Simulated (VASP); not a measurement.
# Zr2B (Pnnm) in VASP: a series of runs

Runs on Zr2B. Level: r2SCAN. Tasks: relaxation of cell and atoms, single point.

Program: VASP 6.6.1. These are calculated values, not measurements. Logs are shortened: lines on timing, memory, paths and dates and some standing lists are left out, and cuts for length are marked.

## Step 1: The cell of the first run

Symmetry: Pnnm, No. 58, orthorhombic system. The conventional cell has a = 4.245 Å, b = 5.181 Å, c = 3.234 Å, α = 90.00°, β = 90.00°, γ = 90.00°. Zr (site symmetry m) has 10 Zr at 2.12 to 3.08 Å and 3 B at 2.14 to 2.15 Å within 3.1 Å. B (site symmetry 2/m) has 6 Zr at 2.14 to 2.15 Å within 2.8 Å.

## Step 2: Relaxation of cell and atoms, r2SCAN

The input, POSCAR:

```
Zr2B
1.0
    4.2452111776      0.0000000000      0.0000000000
    0.0000000000      5.1812474810      0.0000000000
    0.0000000000      0.0000000000      3.2344829978
Zr B
4 2
Direct
    0.2004000000      0.3787000000      0.0000000000
    0.7996000000      0.6213000000      0.0000000000
    0.7004000000      0.1213000000      0.5000000000
    0.2996000000      0.8787000000      0.5000000000
    0.0000000000      0.0000000000      0.0000000000
    0.5000000000      0.5000000000      0.5000000000
```

The input, INCAR.step1:

```
SYSTEM = Zr2B
  PREC = Accurate
  ENCUT = 600
  ISMEAR = 0
  SIGMA = 0.1
  LREAL = .FALSE.
  LASPH = .TRUE.
  NELM = 100
  GGA = PE
  ALGO = Normal
  EDIFF = 1E-4
  LWAVE = .TRUE.
  LCHARG = .FALSE.
```

The input, INCAR.step2:

```
SYSTEM = Zr2B
  PREC = Accurate
  ENCUT = 600
  EDIFF = 1E-6
  ISMEAR = 0
  SIGMA = 0.1
  LREAL = .FALSE.
  LASPH = .TRUE.
  NELM = 100
  ALGO = Normal
  ISIF = 3
  LWAVE = .FALSE.
  LCHARG = .FALSE.
  METAGGA = R2SCAN
  LMIXTAU = .TRUE.
  IBRION = 2
  NSW = 90
  EDIFFG = -0.04
  ISTART = 1
```

The input, KPOINTS:

```
regular mesh
0
G
  4 4 6
  0 0 0
```

Potentials or basis: VASP PAW PBE potentials, release 64 (Zr_sv, B).

Command:

```
> cat potpaw_PBE.64/Zr_sv/POTCAR potpaw_PBE.64/B/POTCAR > POTCAR
> cp INCAR.step1 INCAR
> mpirun -np 1 vasp_std > vasp.out
> cp INCAR.step2 INCAR
> mpirun -np 1 vasp_std > vasp.out
```

OUTCAR:

```text
SYSTEM = Zr2B
   PREC = Accurate
   ENCUT = 600
   EDIFF = 1E-6
   ISMEAR = 0
   LREAL = .FALSE.
   LASPH = .TRUE.
   NELM = 100
   ISIF = 3
   METAGGA = R2SCAN
   IBRION = 2
   NSW = 90
   EDIFFG = -0.04
   ISTART = 1

 ion  position               nearest neighbor table
   1  0.200  0.379  0.000-   2 2.12   5 2.14   6 2.15   6 2.15   2 2.84   3 2.98   3 2.98   3 2.98
                             3 2.98   4 3.08   4 3.08   4 3.08   4 3.08   2 3.86   2 3.86
   2  0.800  0.621  0.000-   1 2.12   5 2.14   6 2.15   6 2.15   1 2.84   4 2.98   4 2.98   4 2.98
                             4 2.98   3 3.08   3 3.08   3 3.08   3 3.08   1 3.86   1 3.86
   3  0.700  0.121  0.500-   4 2.12   6 2.14   5 2.15   5 2.15   4 2.84   1 2.98   1 2.98   1 2.98
                             1 2.98   2 3.08   2 3.08   2 3.08   2 3.08   4 3.86   4 3.86
   4  0.300  0.879  0.500-   3 2.12   6 2.14   5 2.15   5 2.15   3 2.84   2 2.98   2 2.98   2 2.98
                             2 2.98   1 3.08   1 3.08   1 3.08   1 3.08   3 3.86   3 3.86
   5  0.000  0.000  0.000-   1 2.14   2 2.14   3 2.15   4 2.15   3 2.15   4 2.15
   6  0.500  0.500  0.500-   3 2.14   4 2.14   1 2.15   2 2.15   1 2.15   2 2.15

  LATTYP: Found a simple orthorhombic cell.
 ALAT       =     3.2344829978
 B/A-ratio  =     1.3124852350
 C/A-ratio  =     1.6018781006

  Lattice vectors:

 A1 = (   0.0000000000,   0.0000000000,   3.2344829978)
 A2 = (   4.2452111776,   0.0000000000,   0.0000000000)
 A3 = (   0.0000000000,   5.1812474810,   0.0000000000)

Analysis of symmetry for initial positions (statically):
=====================================================================
 Subroutine PRICEL returns:
 Original cell was already a primitive cell.

 Routine SETGRP: Setting up the symmetry group for a
 simple orthorhombic supercell.

 Subroutine GETGRP returns: Found  8 space group operations
 (whereof  4 operations were pure point group operations)
 out of a pool of  8 trial point group operations.

The static configuration has the point symmetry C_2h.
 The point group associated with its full space group is D_2h.

Analysis of symmetry for dynamics (positions and initial velocities):
=====================================================================
 Subroutine PRICEL returns:
 Original cell was already a primitive cell.

 Routine SETGRP: Setting up the symmetry group for a
 simple orthorhombic supercell.

 Subroutine GETGRP returns: Found  8 space group operations
 (whereof  4 operations were pure point group operations)
 out of a pool of  8 trial point group operations.

The dynamic configuration has the point symmetry C_2h.
 The point group associated with its full space group is D_2h.

 Subroutine INISYM returns: Found  8 space group operations
 (whereof  4 operations are pure point group operations),
 and found     1 'primitive' translations

----------------------------------------------------------------------------------------

                                     Primitive cell

  volume of cell :      71.1440

  direct lattice vectors                    reciprocal lattice vectors
     4.245211178  0.000000000  0.000000000     0.235559542  0.000000000  0.000000000
     0.000000000  5.181247481  0.000000000     0.000000000  0.193003713  0.000000000
     0.000000000  0.000000000  3.234482998     0.000000000  0.000000000  0.309168421

  length of vectors
     4.245211178  5.181247481  3.234482998     0.235559542  0.193003713  0.309168421

  position of ions in fractional coordinates (direct lattice)
     0.200400000  0.378700000  0.000000000
     0.799600000  0.621300000  0.000000000
     0.700400000  0.121300000  0.500000000
     0.299600000  0.878700000  0.500000000
     0.000000000  0.000000000  0.000000000
     0.500000000  0.500000000  0.500000000

  ion indices of the primitive-cell ions
   primitive index   ion index
                 1           1
                 2           2
                 3           3
                 4           4
                 5           5
                 6           6

----------------------------------------------------------------------------------------

 KPOINTS: regular mesh

Automatic generation of k-mesh.
 Grid dimensions read from file:
 generate k-points for:    4    4    6

 Generating k-lattice:

  Cartesian coordinates                     Fractional coordinates (reciprocal lattice)
     0.058889885  0.000000000  0.000000000     0.250000000  0.000000000  0.000000000
     0.000000000  0.048250928  0.000000000     0.000000000  0.250000000  0.000000000
     0.000000000  0.000000000  0.051528070     0.000000000  0.000000000  0.166666667

  Length of vectors
     0.058889885  0.048250928  0.051528070

  Shift w.r.t. Gamma in fractional coordinates (k-lattice)
     0.000000000  0.000000000  0.000000000

 Subroutine IBZKPT returns following result:
 ===========================================

 Found     36 irreducible k-points:

 Following reciprocal coordinates:
            Coordinates               Weight
  0.000000  0.000000  0.000000      1.000000
  0.250000  0.000000  0.000000      2.000000
  0.500000  0.000000  0.000000      1.000000
  0.000000  0.250000  0.000000      2.000000
  0.250000  0.250000  0.000000      4.000000
  0.500000  0.250000  0.000000      2.000000
[... 16 lines left out ...]
  0.250000  0.250000  0.333333      8.000000
  0.500000  0.250000  0.333333      4.000000
 [... further k-points ...]
   k-points           NKPTS =     36   k-points in BZ     NKDIM =     36   number of bands    NBANDS=     32
   number of dos      NEDOS =    301   number of ions     NIONS =      6
   total plane-waves  NPLWV =  42336
   dimension x,y,z NGX =    36 NGY =   42 NGZ =   28
   dimension x,y,z NGXF=    72 NGYF=   84 NGZF=   56
   ions per type =               4   2
   NGX,Y,Z   is equivalent  to a cutoff of  14.10, 13.48, 14.39 a.u.
   NGXF,Y,Z  is equivalent  to a cutoff of  28.20, 26.95, 28.78 a.u.
 SYSTEM =  Zr2B
   PREC   = accura    normal or accurate (medium, high low for compatibility)
   ISTART =      1    job   : 0-new  1-cont  2-samecut
   ICHARG =      0    charge: 1-file 2-atom 10-const
   ISPIN  =      1    spin polarized calculation?
   LNONCOLLINEAR =      F non collinear calculations
   LSORBIT =      F    spin-orbit coupling
   LASPH  =      T    aspherical Exc in radial PAW
   ENCUT  =  600.0 eV  44.10 Ry    6.64 a.u.   8.48 10.35  6.46*2*pi/ulx,y,z
   NELM   =    100;   NELMIN=  2; NELMDL=  0     # of ELM steps
   EDIFF  = 0.1E-05   stopping-criterion for ELM
   LREAL  =      F    real-space projection
   EDIFFG = -.4E-01   stopping-criterion for IOM
   NSW    =     90    number of steps for IOM
   IBRION =      2    ionic relax: 0-MD 1-quasi-New 2-CG
   NFREE  =      1    steps in history (QN), initial steepest desc. (CG)
   ISIF   =      3    stress and relaxation
   ISYM   =      2    0-nonsym 1-usesym 2-fastsym
   POTIM  = 0.5000    time-step for ionic-motion
   TEBEG  =    0.0;   TEEND  =   0.0 temperature during run
   PSTRESS=    0.0 pullay stress
   NELECT =      54.0000    total number of electrons
   NUPDOWN=      -1.0000    fix difference up-down
   EMIN   =  10.00;   EMAX   =-10.00  energy-range for DOS
   EFERMI =   0.00;   METHOD = LEGACY
   ISMEAR =     0;   SIGMA  =   0.10  broadening in eV -4-tet -1-fermi 0-gaus
   EFERMI_NEDOS =   21; number of points for ismear=-14 and -15
   IALGO  =     38    algorithm
   IMIX   =      4    mixing-type and parameters
     AMIX     =   0.40;   BMIX     =  1.00
     AMIX_MAG =   1.60;   BMIX_MAG =  1.00
  volume/ion in A,a.u.               =      11.86        80.02
  Fermi-wavevector in a.u.,A,eV,Ry     =   1.493344  2.822011 30.342038  2.230077
  Thomas-Fermi vector in A             =   2.605757
   LORBIT       =      0    0 simple, 1 ext, 2 COOP (PROOUT), +10 PAW based schemes
   METAGGA = R2SCAN    functional components
   LHFCALC =     F    Hartree Fock is set to
   AEXX    =    0.0000 exact exchange contribution
   IVDW    =     0    specifies the selected vdW correction
   LEPSILON=     F    determine dielectric tensor
   LRPA    =     F    only Hartree local field effects (RPA)
 conjugate gradient relaxation of ions
 non-spin polarized calculation
 Gauss-broadening in eV      SIGMA  =   0.10
  energy-cutoff  :      600.00
  volume of cell :       71.14
 maximum number of plane-waves:      2405
 NGX is ok and might be reduce to    36
   NGX = 17   NGY = 21   NGZ = 13

--------------------------------------- Ionic step        1  -------------------------------------------

 number of electron      54.0000000 magnetization

 Free energy of the ion-electron system (eV)
  ---------------------------------------------------
  ext. energy  EPLUGINS =         0.00000000
  ---------------------------------------------------
  free energy    TOTEN  =       -96.84624184 eV

  energy without entropy =      -96.83398371  energy(sigma->0) =      -96.84011278

 E-fermi :  13.0053     XC(G=0): -14.2298

 val. band max:       13.0002713899   @ k =   0.0000   0.5000   0.3333
 cond. band min:      13.0735607597   @ k =   0.0000   0.2500   0.1667
 fundamental gap:      0.0732893697
 Fermi energy:        13.0052996199

 k-point     1 :       0.0000    0.0000    0.0000
  band No.  band energies     occupation
      1     -37.0132      2.00000
      2     -36.6087      2.00000
      3     -35.2891      2.00000
      4     -35.2068      2.00000
      5     -16.8706      2.00000
      6     -16.2429      2.00000
[... 1793 lines left out ...]
  FREE ENERGIE OF THE ION-ELECTRON SYSTEM (eV)
  ---------------------------------------------------
  free  energy   TOTEN  =      -106.6539231626 eV

  energy  without entropy=     -106.6204290249  energy(sigma->0) =     -106.63717609

[... ionic steps 4 to 18 ...]

--------------------------------------- Ionic step       19  -------------------------------------------

 number of electron      54.0000002 magnetization

------------------------ aborting loop because EDIFF is reached ----------------------------------------

  FORCE on cell =-STRESS in cart. coord.  units (eV):
  Direction    XX          YY          ZZ          XY          YZ          ZX
  --------------------------------------------------------------------------------------
  -------------------------------------------------------------------------------------
  Total        0.3944473      1.0568329      0.5895799      0.0000000      0.0000000      0.0000000
  in kB        5.6918030     15.2499057      8.5075301      0.0000000      0.0000000      0.0000000
  external PRESSURE =       9.8164129 kB  Pullay stress =       0.0000000 kB
[... 65 lines left out ...]
  energy  without entropy=     -107.5677997429  energy(sigma->0) =     -107.57860097

--------------------------------------- Ionic step       21  -------------------------------------------

 number of electron      54.0000002 magnetization

 Free energy of the ion-electron system (eV)
  ---------------------------------------------------
  ext. energy  EPLUGINS =         0.00000000
  ---------------------------------------------------
  free energy    TOTEN  =      -107.59269747 eV

  energy without entropy =     -107.57112268  energy(sigma->0) =     -107.58191008

 E-fermi :   7.6298     XC(G=0): -11.7839

 val. band max:        7.6151750634   @ k =   0.5000   0.0000   0.3333
 cond. band min:       7.6620553175   @ k =   0.2500   0.0000   0.1667
 fundamental gap:      0.0468802541
 Fermi energy:         7.6298317973

 k-point     1 :       0.0000    0.0000    0.0000
  band No.  band energies     occupation
      1     -42.4222      2.00000
      2     -42.3514      2.00000
      3     -42.3311      2.00000
      4     -42.3182      2.00000
      5     -20.0815      2.00000
      6     -20.0549      2.00000
[... 864 lines left out ...]
  FREE ENERGIE OF THE ION-ELECTRON SYSTEM (eV)
  ---------------------------------------------------
  free  energy   TOTEN  =      -107.5926974672 eV

  energy  without entropy=     -107.5711226834  energy(sigma->0) =     -107.58191008

 reached required accuracy - stopping structural energy minimisation
```

It took 74 min on 1 thread of AMD EPYC 9R45 (Zen 5), shared host; peak memory 0.23 GiB.

Results:

```yaml
Free_energy: -107.5927 eV
Relaxed_volume: 18.63 Å³/atom
Relaxed_cell: a = 5.625 Å, b = 5.700 Å, c = 3.487 Å, α = 90.00°, β = 90.00°, γ = 90.00°
Space_group_after_relaxing_to_0.1_Å: Pnnm (No. 58)
Energy_gained_by_relaxing: 1791.1 meV/atom
Ionic_steps: 21
Pressure_after_relaxing: 0.1 GPa
Largest_force_after_relaxing: 0.012 eV/Å
Band_gap_on_the_k_mesh: zero (bands 27 and 28 overlap by 1.39 eV)
```

Forces in eV/Å, atoms in the order of the input:
```
Zr   0.011 -0.002  0.000
Zr  -0.011  0.002  0.000
Zr   0.011  0.002  0.000
Zr  -0.011 -0.002  0.000
B    0.000  0.000  0.000
B    0.000  0.000  0.000
```

Step by step:
| step | energy change (eV) | largest force (eV/Å) | pressure (GPa) | volume (Å³) |
| --- | --- | --- | --- | --- |
| 1 | 0.0000 | 4.3837 | 110.70 | 71.14 |
| 2 | -0.5246 | 0.9405 | -24.35 | 192.01 |
| 3 | -9.8077 | 0.8990 | -6.49 | 114.16 |
| 4 | -9.8587 | 0.8310 | -4.29 | 111.59 |
| 5 | -9.8725 | 0.7734 | -2.32 | 109.51 |
| 6 | -10.3707 | 0.4513 | 1.57 | 106.91 |
| 7 | -10.4873 | 0.2627 | 5.76 | 104.56 |
| 8 | -10.5265 | 0.3544 | -3.31 | 112.54 |
| 9 | -10.6032 | 0.2768 | 0.44 | 108.97 |
| 10 | -10.6434 | 0.2944 | -0.34 | 109.84 |
| 11 | -10.6582 | 0.3568 | -0.96 | 110.59 |
| 12 | -10.6596 | 0.3848 | -1.19 | 110.88 |
| 13 | -10.6839 | 0.2403 | 0.74 | 109.70 |
| 14 | -10.6854 | 0.1942 | 1.40 | 109.31 |
| 15 | -10.7091 | 0.1715 | 0.72 | 110.37 |
| 16 | -10.7196 | 0.2821 | -0.11 | 111.62 |
| 17 | -10.7326 | 0.1831 | -0.41 | 111.99 |
| 18 | -10.7378 | 0.0828 | -0.73 | 112.38 |
| 19 | -10.7424 | 0.0092 | 0.98 | 111.03 |
| 20 | -10.7432 | 0.0293 | 0.49 | 111.40 |
| 21 | -10.7465 | 0.0115 | 0.10 | 111.81 |

Final structure:
```
Zr B
1.0
     5.62537    0.00000    0.00000
     0.00000    5.69968    0.00000
     0.00000    0.00000    3.48711
Zr B
4 2
Direct
  0.25717 0.33673 0.00000
  0.74283 0.66327 0.00000
  0.75717 0.16327 0.50000
  0.24283 0.83673 0.50000
  0.00000 0.00000 0.00000
  0.50000 0.50000 0.50000
```

Caveat: the k points lie up to 0.30 Å⁻¹ apart in the final cell, too coarse for converged energies and pressures of a metal; the volume moved by over 15 % at a fixed basis, so the end points are rough; the PAW data sets were made with another functional, which shifts forces and pressure a little.

## Step 3: Single point, r2SCAN

This run uses another cell than the first one, of 18.68 Å³/atom.

The input, POSCAR:

```
Zr2B
1.0
    5.6406292774      0.0000000000      0.0000000000
    0.0000000000      5.7125436778      0.0000000000
    0.0000000000      0.0000000000      3.4790008388
Zr B
4 2
Direct
    0.2579325680      0.3352684886      0.0000000000
    0.7420674320      0.6647315114      0.0000000000
    0.7579325680      0.1647315114      0.5000000000
    0.2420674320      0.8352684886      0.5000000000
    0.0000000000      0.0000000000      0.0000000000
    0.5000000000      0.5000000000      0.5000000000
```

The input, INCAR.step1:

```
PREC = Accurate
ENCUT = 520
ISMEAR = 0
SIGMA = 0.1
LREAL = False
LASPH = True
NELM = 80
NBANDS = 36
GGA = PE
ALGO = Normal
EDIFF = 1E-4
LWAVE = True
LCHARG = False
```

The input, INCAR.step2:

```
PREC = Accurate
ENCUT = 520
EDIFF = 1E-6
ISMEAR = 0
SIGMA = 0.1
LREAL = False
LASPH = True
NELM = 80
ALGO = Normal
ISIF = 2
LWAVE = False
LCHARG = False
METAGGA = R2SCAN
LMIXTAU = True
NBANDS = 36
ISTART = 1
```

The input, KPOINTS:

```
regular mesh
0
Gamma
  8 8 12
```

Potentials or basis: VASP PAW PBE potentials, release 64 (Zr_sv, B).

Command:

```
> cat potpaw_PBE.64/Zr_sv/POTCAR potpaw_PBE.64/B/POTCAR > POTCAR
> cp INCAR.step1 INCAR
> mpirun -np 1 vasp_std > vasp.out
> cp INCAR.step2 INCAR
> mpirun -np 1 vasp_std > vasp.out
```

Wall time 51 min (1 thread of Intel Xeon 8259CL, shared host); peak memory 0.61 GiB.

It converged, with:

```yaml
Free_energy: -107.6122 eV
Pressure: 0.0 GPa
Band_gap_on_the_k_mesh: zero (bands 27 and 28 overlap by 1.42 eV)
```

Forces in eV/Å, atoms in the order of the input:
```
Zr   0.001  0.002  0.000
Zr  -0.001 -0.002  0.000
Zr   0.001 -0.002  0.000
Zr  -0.001  0.002  0.000
B    0.000  0.000  0.000
B    0.000  0.000  0.000
```

Levels at points of the mesh, in eV from the Fermi level:
```
           k point  band 23  band 24  band 25  band 26  band 27  band 28  band 29  band 30  band 31  band 32
(0.00, 0.00, 0.00)    -1.51    -0.94    -0.77     0.18     0.90     1.18     1.29     1.49     1.51     2.24
(0.50, 0.00, 0.00)    -0.97    -0.97    -0.70    -0.70     0.15     0.15     1.72     1.72     1.80     1.80
(0.00, 0.50, 0.00)    -0.92    -0.92    -0.84    -0.84     0.14     0.14     1.30     1.30     2.35     2.35
(0.50, 0.50, 0.00)    -0.76    -0.76    -0.43    -0.43    -0.16    -0.16     0.91     0.91     2.09     2.09
(0.00, 0.00, 0.50)    -1.26    -1.26    -0.84    -0.84    -0.37    -0.37     0.07     0.07     3.39     3.39
(0.50, 0.00, 0.50)    -0.99    -0.99    -0.39    -0.39    -0.01    -0.01     0.25     0.25     2.25     2.25
(0.00, 0.50, 0.50)    -1.26    -1.26    -0.54    -0.54    -0.52    -0.52     0.38     0.38     3.86     3.86
(0.50, 0.50, 0.50)    -1.64    -1.64    -0.37    -0.37    -0.21    -0.21     1.23     1.23     2.48     2.48
```

Caveat: the PAW data sets were made with another functional, which shifts forces and pressure a little.
